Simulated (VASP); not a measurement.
# IrPt2 (Fm-3m) in VASP: single point with PBE

Aim: the single point of IrPt2 with PBE.

Everything below comes from runs of VASP 6.6.1. Logs are shortened: lines on timing, memory, paths and dates and some standing lists are left out, and cuts for length are marked.

## Step 1: The cell of the first run

The structure is cubic, space group Fm-3m (No. 225). Conventional cell: a = 6.035 Å, b = 6.035 Å, c = 6.035 Å, α = 90.00°, β = 90.00°, γ = 90.00°. Ir (site symmetry m-3m) has 8 Pt at 2.61 Å within 3.4 Å. Pt (site symmetry -43m) has 4 Ir at 2.61 Å and 6 Pt at 3.02 Å within 3.4 Å.

## Step 2: Single point, PBE

Contents of INCAR:

```
ALGO = Normal ; EDIFF = 1E-6
ENCUT = 500 ; GGA = PE
GGA_COMPAT = F ; ISIF = 2
ISMEAR = 0 ; LASPH = T
LCHARG = F ; LREAL = F
LWAVE = F ; NBANDS = 22
NELM = 120 ; PREC = Accurate
SIGMA = 0.2
```

Contents of KPOINTS:

```
k-points
0
Gamma
  6 6 6
```

Contents of POSCAR:

```
IrPt2
1.0
    0.0000000000      3.0174922793      3.0174922793
    3.0174922793      0.0000000000      3.0174922793
    3.0174922793      3.0174922793      0.0000000000
Ir Pt
1 2
Direct
    0.5000000000      0.5000000000      0.5000000000
    0.2500000000      0.2500000000      0.2500000000
    0.7500000000      0.7500000000      0.7500000000
```

Potentials or basis: VASP PAW PBE potentials, release 64 (Ir, Pt).

Started as:

```console
cat potpaw_PBE.64/Ir/POTCAR potpaw_PBE.64/Pt/POTCAR > POTCAR
mpirun -np 1 vasp_std > vasp.out
```

OUTCAR:

```text
EDIFF = 1E-6
   ENCUT = 500
   GGA = PE
   ISIF = 2
   ISMEAR = 0
   LASPH = T
   LREAL = F
   NELM = 120
   PREC = Accurate

 ion  position               nearest neighbor table
   1  0.500  0.500  0.500-   2 2.61   2 2.61   2 2.61   3 2.61   3 2.61   3 2.61   3 2.61   2 2.61

   2  0.250  0.250  0.250-   1 2.61   1 2.61   1 2.61   1 2.61   3 3.02   3 3.02   3 3.02   3 3.02
                             3 3.02   3 3.02
   3  0.750  0.750  0.750-   1 2.61   1 2.61   1 2.61   1 2.61   2 3.02   2 3.02   2 3.02   2 3.02
                             2 3.02   2 3.02

  LATTYP: Found a face centered cubic cell.
 ALAT       =     6.0349845586

  Lattice vectors:

 A1 = (   0.0000000000,   3.0174922793,   3.0174922793)
 A2 = (   3.0174922793,   0.0000000000,   3.0174922793)
 A3 = (   3.0174922793,   3.0174922793,   0.0000000000)

Analysis of symmetry for initial positions (statically):
=====================================================================
 Subroutine PRICEL returns:
 Original cell was already a primitive cell.

 Routine SETGRP: Setting up the symmetry group for a
 face centered cubic supercell.

 Subroutine GETGRP returns: Found 48 space group operations
 (whereof 48 operations were pure point group operations)
 out of a pool of 48 trial point group operations.

The static configuration has the point symmetry O_h .

Analysis of symmetry for dynamics (positions and initial velocities):
=====================================================================
 Subroutine PRICEL returns:
 Original cell was already a primitive cell.

 Routine SETGRP: Setting up the symmetry group for a
 face centered cubic supercell.

 Subroutine GETGRP returns: Found 48 space group operations
 (whereof 48 operations were pure point group operations)
 out of a pool of 48 trial point group operations.

The dynamic configuration has the point symmetry O_h .

 Subroutine INISYM returns: Found 48 space group operations
 (whereof 48 operations are pure point group operations),
 and found     1 'primitive' translations

----------------------------------------------------------------------------------------

                                     Primitive cell

  volume of cell :      54.9501
[... 75 lines left out ...]
   ICHARG =      2    charge: 1-file 2-atom 10-const
   ISPIN  =      1    spin polarized calculation?
   LNONCOLLINEAR =      F non collinear calculations
   LSORBIT =      F    spin-orbit coupling
   LASPH  =      T    aspherical Exc in radial PAW
   ENCUT  =  500.0 eV  36.75 Ry    6.06 a.u.   7.78  7.78  7.78*2*pi/ulx,y,z
   NELM   =    120;   NELMIN=  2; NELMDL= -5     # of ELM steps
   EDIFF  = 0.1E-05   stopping-criterion for ELM
   LREAL  =      F    real-space projection
   EDIFFG = 0.1E-04   stopping-criterion for IOM
   NSW    =      0    number of steps for IOM
   IBRION =     -1    ionic relax: 0-MD 1-quasi-New 2-CG
   NFREE  =      0    steps in history (QN), initial steepest desc. (CG)
   ISIF   =      2    stress and relaxation
   ISYM   =      2    0-nonsym 1-usesym 2-fastsym
   POTIM  = 0.5000    time-step for ionic-motion
   TEBEG  =    0.0;   TEEND  =   0.0 temperature during run
   PSTRESS=    0.0 pullay stress
   NELECT =      29.0000    total number of electrons
   NUPDOWN=      -1.0000    fix difference up-down
   EMIN   =  10.00;   EMAX   =-10.00  energy-range for DOS
   EFERMI =   0.00;   METHOD = LEGACY
   ISMEAR =     0;   SIGMA  =   0.20  broadening in eV -4-tet -1-fermi 0-gaus
   EFERMI_NEDOS =   21; number of points for ismear=-14 and -15
   IALGO  =     38    algorithm
   IMIX   =      4    mixing-type and parameters
     AMIX     =   0.40;   BMIX     =  1.00
     AMIX_MAG =   1.60;   BMIX_MAG =  1.00
  volume/ion in A,a.u.               =      18.32       123.61
  Fermi-wavevector in a.u.,A,eV,Ry     =   1.322974  2.500058 23.813738  1.750260
  Thomas-Fermi vector in A             =   2.452616
   LORBIT       =      0    0 simple, 1 ext, 2 COOP (PROOUT), +10 PAW based schemes
   GGA     = PE    functional components
   LHFCALC =     F    Hartree Fock is set to
   AEXX    =    0.0000 exact exchange contribution
   IVDW    =     0    specifies the selected vdW correction
   LEPSILON=     F    determine dielectric tensor
   LRPA    =     F    only Hartree local field effects (RPA)
 non-spin polarized calculation
 Gauss-broadening in eV      SIGMA  =   0.20
  energy-cutoff  :      500.00
  volume of cell :       54.95
 maximum number of plane-waves:      1411
   NGX = 15   NGY = 15   NGZ = 15

 number of electron      29.0000004 magnetization

 Free energy of the ion-electron system (eV)
  ---------------------------------------------------
  ext. energy  EPLUGINS =         0.00000000
  ---------------------------------------------------
  free energy    TOTEN  =       -19.46141547 eV

  energy without entropy =      -19.35245273  energy(sigma->0) =      -19.40693410

 E-fermi :   7.7505     XC(G=0): -12.1320

 val. band max:        7.7046897941   @ k =  -0.3333   0.5000   0.1667
 cond. band min:       7.7512791144   @ k =   0.1667   0.0000   0.0000
 fundamental gap:      0.0465893204
 Fermi energy:         7.7504558394

 k-point     1 :       0.0000    0.0000    0.0000
  band No.  band energies     occupation
      1      -1.0189      2.00000
      2       2.0236      2.00000
      3       2.0236      2.00000
      4       3.4036      2.00000
      5       3.4036      2.00000
      6       3.4036      2.00000
[... 389 lines left out ...]
     21      18.2781      0.00000
     22      20.7532      0.00000

------------------------ aborting loop because EDIFF is reached ----------------------------------------

  FORCE on cell =-STRESS in cart. coord.  units (eV):
  Direction    XX          YY          ZZ          XY          YZ          ZX
  --------------------------------------------------------------------------------------
  -------------------------------------------------------------------------------------
  Total       -0.0844300     -0.0844300     -0.0844300      0.0000000     -0.0000000      0.0000000
  in kB       -2.4617221     -2.4617221     -2.4617221      0.0000000     -0.0000000      0.0000000
  external PRESSURE =      -2.4617221 kB  Pullay stress =       0.0000000 kB

 VOLUME and BASIS-vectors are now :
 -----------------------------------------------------------------------------
  energy-cutoff  :      500.00
  volume of cell :       54.95
      direct lattice vectors                 reciprocal lattice vectors
     0.000000000  3.017492279  3.017492279    -0.165700507  0.165700507  0.165700507
     3.017492279  0.000000000  3.017492279     0.165700507 -0.165700507  0.165700507
     3.017492279  3.017492279  0.000000000     0.165700507  0.165700507 -0.165700507

 POSITION                                       TOTAL-FORCE (eV/Angst)
 -----------------------------------------------------------------------------------
      3.01749      3.01749      3.01749         0.000000     -0.000000      0.000000
      1.50875      1.50875      1.50875        -0.000000      0.000000     -0.000000
      4.52624      4.52624      4.52624         0.000000     -0.000000      0.000000
 -----------------------------------------------------------------------------------
    total drift:                               -0.000000      0.000000      0.000000

  FREE ENERGIE OF THE ION-ELECTRON SYSTEM (eV)
  ---------------------------------------------------
  free  energy   TOTEN  =       -19.4614154684 eV

  energy  without entropy=      -19.3524527303  energy(sigma->0) =      -19.40693410
```

OSZICAR:

```text
N       E                     dE             d eps       ncg     rms          rms(c)
DAV:   1     0.192054761782E+03    0.19205E+03   -0.13211E+04   704   0.119E+03
DAV:   2    -0.129147685820E+02   -0.20497E+03   -0.18822E+03   722   0.292E+02
DAV:   3    -0.204872198042E+02   -0.75725E+01   -0.70517E+01   848   0.591E+01
DAV:   4    -0.206184142506E+02   -0.13119E+00   -0.13098E+00   800   0.761E+00
DAV:   5    -0.206214823866E+02   -0.30681E-02   -0.30679E-02   848   0.130E+00    0.191E+01
DAV:   6    -0.195900970817E+02    0.10314E+01   -0.20619E+00   806   0.117E+01    0.963E+00
DAV:   7    -0.195513461957E+02    0.38751E-01   -0.64730E-01  1008   0.891E+00    0.430E+00
DAV:   8    -0.194724870226E+02    0.78859E-01   -0.31518E-01   938   0.681E+00    0.277E+00
DAV:   9    -0.194616545339E+02    0.10832E-01   -0.22843E-02   812   0.126E+00    0.463E-01
DAV:  10    -0.194613890894E+02    0.26544E-03   -0.63303E-04   930   0.227E-01    0.393E-02
DAV:  11    -0.194614138130E+02   -0.24724E-04   -0.24204E-05   842   0.397E-02    0.124E-02
DAV:  12    -0.194614158298E+02   -0.20168E-05   -0.33191E-06   712   0.139E-02    0.379E-03
DAV:  13    -0.194614154684E+02    0.36139E-06   -0.32648E-07   568   0.448E-03
   1 F= -.19461415E+02 E0= -.19406934E+02  d E =-.108963E+00
```

stdout:

```text
POSCAR found type information on POSCAR IrPt
 POSCAR found :  2 types and       3 ions
 scaLAPACK will be used
 LDA part: xc-table for (Slater+PW92), standard interpolation
 POSCAR, INCAR and KPOINTS ok, starting setup
 FFT: planning ... GRIDC
 FFT: planning ... GRID_SOFT
 FFT: planning ... GRID
 WAVECAR not read
 entering main loop
```

It took 18 s on 1 thread of AMD EPYC 7R43 (Zen 3), shared host; peak memory 0.14 GiB.

Results:

| Quantity | Value |
| --- | --- |
| Free energy | -19.4614 eV |
| Pressure | -0.2 GPa |

Caveat: spin-orbit coupling is left out, which moves the levels of the heavy elements.
